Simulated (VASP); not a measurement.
Write the native input for VASP 6.6.1 that does the following.

```
Task                               : single point
Functional                         : PBE-based screened hybrid with 15 % exact exchange
Potentials or basis                : VASP PAW PBE potentials, release 64 (Zn, O)
Cutoff                             : 520 eV
k mesh                             : 4 × 4 × 4
Occupations                        : gaussian, width 0.05 eV
Spin                               : no spin polarisation
Dipole correction                  : no
Grid for exact exchange (PRECFOCK) : Normal
Share of exact exchange            : 0.15
Further INCAR settings             : ALGO = Normal; EDIFF = 1e-07; NBANDS = 26
Screening parameter                : 0.3 1/Å
```

The system is ZnO.

```
CELL_PARAMETERS angstrom
3.24198 0.00000 0.00000
-1.62099 2.80764 0.00000
0.00000 0.00000 5.22764
ATOMIC_POSITIONS crystal
Zn 0.33333 0.66667 0.00145
Zn 0.66667 0.33333 0.50145
O 0.33333 0.66667 0.38065
O 0.66667 0.33333 0.88065
```

The input as run:

POSCAR

```
ZnO
1.0
    3.2419811878      0.0000000000      0.0000000000
   -1.6209905939      2.8076380673      0.0000000000
    0.0000000000      0.0000000000      5.2276401338
Zn O
2 2
Direct
    0.3333333333      0.6666666667      0.0014489149
    0.6666666667      0.3333333333      0.5014489149
    0.3333333333      0.6666666667      0.3806510851
    0.6666666667      0.3333333333      0.8806510851
```

INCAR.step1

```
SYSTEM = ZnO
PREC = Accurate
ENCUT = 520
EDIFF = 1E-5
ISMEAR = 0
SIGMA = 0.05
LREAL = .False.
LASPH = .True.
NELM = 80
ALGO = Normal
ISIF = 2
LWAVE = .True.
LCHARG = .False.
NBANDS = 26
GGA = PE
LUSENCCL = .False.
```

INCAR.step2

```
SYSTEM = ZnO
PREC = Accurate
ENCUT = 520
EDIFF = 1E-7
ISMEAR = 0
SIGMA = 0.05
LREAL = .False.
LASPH = .True.
NELM = 80
ALGO = Normal
ISIF = 2
LWAVE = .False.
LCHARG = .False.
GGA = PE
LHFCALC = .True.
AEXX = 0.15
HFSCREEN = 0.3
PRECFOCK = Normal
NBANDS = 26
ISTART = 1
LUSENCCL = .False.
```

KPOINTS

```
Automatic mesh
0
Gamma
  4 4 4
  0 0 0
```

Potentials or basis: VASP PAW PBE potentials, release 64 (Zn, O).

Launch:

```bash
$ cat potpaw_PBE.64/Zn/POTCAR potpaw_PBE.64/O/POTCAR > POTCAR
$ cp INCAR.step1 INCAR
$ mpirun -np 1 vasp_std > vasp.out
$ cp INCAR.step2 INCAR
$ mpirun -np 1 vasp_std > vasp.out
```

Results of the run:

| Property | Result |
| --- | --- |
| Pressure | 3.6 GPa |
| Largest force | 0.005 eV/Å |
| Band gap on the k mesh | 1.65 eV |

Caveat: the k points lie up to 0.56 Å⁻¹ apart; the PAW data sets were made with another functional, which shifts forces and pressure a little.

It took 24 min on 1 × NVIDIA H100 80GB with 1 thread of AMD EPYC 7R13 Processor (Zen 3), with other jobs on the host, peak memory 1.2 GiB.
